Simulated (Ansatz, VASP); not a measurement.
**WSe2: VASP beside Ansatz**

Contents of POSCAR:

```
WSe2
1.0
    3.2110653347      0.0000000000      0.0000000000
   -1.6055326673      2.7808641531      0.0000000000
    0.0000000000      0.0000000000     25.6616043042
W Se
2 4
Direct
    0.6666666667      0.3333333333      0.1423922113
    0.3333333333      0.6666666667      0.8576077887
    0.3333333333      0.6666666667      0.2113531704
    0.6666666667      0.3333333333      0.9266195386
    0.3333333333      0.6666666667      0.0733804614
    0.6666666667      0.3333333333      0.7886468296
```

The input INCAR.step1:

```
PREC     = Accurate       # precision mode
ENCUT    = 520            # plane-wave cutoff, eV
ISMEAR   = 0              # smearing method
SIGMA    = 0.05           # smearing width, eV
LREAL    = F              # projectors in reciprocal space
LASPH    = T              # aspherical terms in the spheres
NELM     = 60             # most SCF steps
NBANDS   = 35             # bands
GGA      = PE             # functional
ALGO     = Normal         # electronic algorithm
EDIFF    = 1E-4           # SCF threshold, eV
LWAVE    = T              # write WAVECAR
LCHARG   = F              # write CHGCAR
```

File INCAR.step2:

```
PREC     = Accurate       # precision mode
ENCUT    = 520            # plane-wave cutoff, eV
EDIFF    = 1E-6           # SCF threshold, eV
ISMEAR   = 0              # smearing method
SIGMA    = 0.05           # smearing width, eV
LREAL    = F              # projectors in reciprocal space
LASPH    = T              # aspherical terms in the spheres
NELM     = 60             # most SCF steps
ALGO     = Normal         # electronic algorithm
ISIF     = 2              # what is computed and relaxed
LWAVE    = F              # write WAVECAR
LCHARG   = F              # write CHGCAR
METAGGA  = R2SCAN         # meta-GGA
LMIXTAU  = T            
NBANDS   = 35             # bands
ISTART   = 1
```

The input KPOINTS:

```
regular mesh
0
Gamma
  12 12 2
```

Input for Ansatz:

```yaml
crystal:
  lattice:
    - [3.2110653347, 0.0, 0.0]
    - [-1.6055326673, 2.7808641531, 0.0]
    - [0.0, 0.0, 25.6616043042]
  atoms:
    - { symbol: W, position: [0.6666666667, 0.3333333333, 0.1423922113] }
    - { symbol: W, position: [0.3333333333, 0.6666666667, 0.8576077887] }
    - { symbol: Se, position: [0.3333333333, 0.6666666667, 0.2113531704] }
    - { symbol: Se, position: [0.6666666667, 0.3333333333, 0.9266195386] }
    - { symbol: Se, position: [0.3333333333, 0.6666666667, 0.0733804614] }
    - { symbol: Se, position: [0.6666666667, 0.3333333333, 0.7886468296] }
basis:
  ecutwfc: 500
kpoints:
  mp_grid: { grid: [12, 12, 2] }
hamiltonian:
  xc: r2scan
scf:
  occupations: { method: gaussian, width: 0.05 }
output:
  forces: true
  stress: true
  eigenvalues: true
```

Alike in both runs: task single point; functional r2SCAN; k mesh 12 × 12 × 2; occupations gaussian, width 0.05 eV; no spin polarisation.

```csv
,VASP,Ansatz
version,VASP 6.6.1,Ansatz 0.2.0
potentials or method,"VASP PAW PBE potentials, release 64 (W_sv, Se), cutoff 520 eV","scalar-relativistic, plane waves, PAW"
valence electrons in the cell,52,92
```

|  | VASP | Ansatz | Ansatz less VASP |
| --- | --- | --- | --- |
| gap on the k mesh at the Fermi level (eV) | 1.32 | 1.32 | +0.002 |
| least direct gap on the mesh (eV) | 2.06 | 2.06 | 0.000 |
| rms of the force components (eV/Å) | 0.540 | 0.559 | +0.0187 |

VASP's potentials were made for PBE, not for r2SCAN. Atom by atom the forces differ by 0.019 eV/Å (rms over components). The functional is the same, so the differences come from potentials, cutoffs and numerics. VASP's potentials hold 52 valence electrons a cell and Ansatz's 92, so a difference there can come from the potentials and not from the codes.

Neither program's run includes spin-orbit coupling.
